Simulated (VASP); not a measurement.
# VSi15: single point with PBEsol+U

VSi15:

```
V Si
1.0
     0.00000    5.43700    5.43700
     5.43700    0.00000    5.43700
     5.43700    5.43700    0.00000
V Si
1 15
Direct
  0.00000 0.00000 0.00000
  0.99897 0.99897 0.50103
  0.99897 0.50103 0.99897
  0.99897 0.50103 0.50103
  0.50103 0.99897 0.99897
  0.50103 0.99897 0.50103
  0.50103 0.50103 0.99897
  0.50000 0.50000 0.50000
  0.13024 0.13024 0.13024
  0.13024 0.13024 0.60929
  0.13024 0.60929 0.13024
  0.12595 0.62468 0.62468
  0.60929 0.13024 0.13024
  0.62468 0.12595 0.62468
  0.62468 0.62468 0.12595
  0.62468 0.62468 0.62468
```

```
Program                : VASP 6.6.1
Task                   : single point
Functional             : PBEsol
Potentials or basis    : VASP PAW PBE potentials, release 64 (V_sv, Si)
Cutoff                 : 520 eV
k mesh                 : 3 × 3 × 3
Occupations            : gaussian, width 0.05 eV
Spin                   : collinear spin
Starting moments       : [2.16, 0.0, 0.0, 0.0, 0.0, 0.0, 0.0, 0.0, -0.08, -0.08, -0.08, 0.0, -0.08, 0.0, 0.0, 0.0] μB
Hubbard terms          : V d U = 5.0 eV
Dipole correction      : no
Further INCAR settings : LREAL = Auto; ALGO = Normal; EDIFF = 1e-06; NBANDS = 54
```

```json
{"Pressure": "1.1 GPa", "Largest force": "0.567 eV/Å", "Net moment": "0.64 μB per cell", "Site moments": "V +0.16; Si +0.00, -0.00, +0.02 (each value once) μB", "Valence electrons inside the program's atomic spheres": "V 11.40; Si 1.69, 1.72 (each value once)"}
```

Forces in eV/Å, atoms in the order of the input:
```
V    0.000  0.000  0.000
Si   0.000  0.000 -0.150
Si   0.000 -0.150  0.000
Si   0.150  0.000  0.000
Si  -0.150  0.000  0.000
Si   0.000  0.150  0.000
Si   0.000  0.000  0.150
Si   0.000  0.000  0.000
Si  -0.327 -0.327 -0.327
Si   0.327  0.327 -0.327
Si   0.327 -0.327  0.327
Si  -0.013  0.013  0.013
Si  -0.327  0.327  0.327
Si   0.013 -0.013  0.013
Si   0.013  0.013 -0.013
Si  -0.013 -0.013 -0.013
```

Levels at points of the mesh, in eV from the Fermi level:
Spin up:
```csv
k point,band 33,band 34,band 35,band 36,band 37,band 38,band 39,band 40,band 41,band 42
"(0.00, 0.00, 0.00)",-1.39,-0.72,-0.72,-0.72,-0.56,-0.56,0.37,0.52,0.52,0.52
```
Spin down:
```csv
k point,band 33,band 34,band 35,band 36,band 37,band 38,band 39,band 40
"(0.00, 0.00, 0.00)",-1.49,-0.76,-0.76,-0.76,0.07,0.07,0.39,0.53
```

Eigenvalues of the final occupation matrices:
```csv
site,spin,trace,eigenvalues
site 1 d,1,1.55,0.26 0.26 0.34 0.34 0.34
site 1 d,2,1.41,0.03 0.03 0.45 0.45 0.45
```

Run time: 6.9 min on 1 thread of Intel(R) Xeon(R) 6975P-C (Granite Rapids), on a shared host, peak memory 0.71 GiB.

Caveat: a moment this small can come from the mesh or the smearing; the PAW data sets were made with another functional, which shifts forces and pressure a little; the U is typed as a test and isn't derived for this compound.
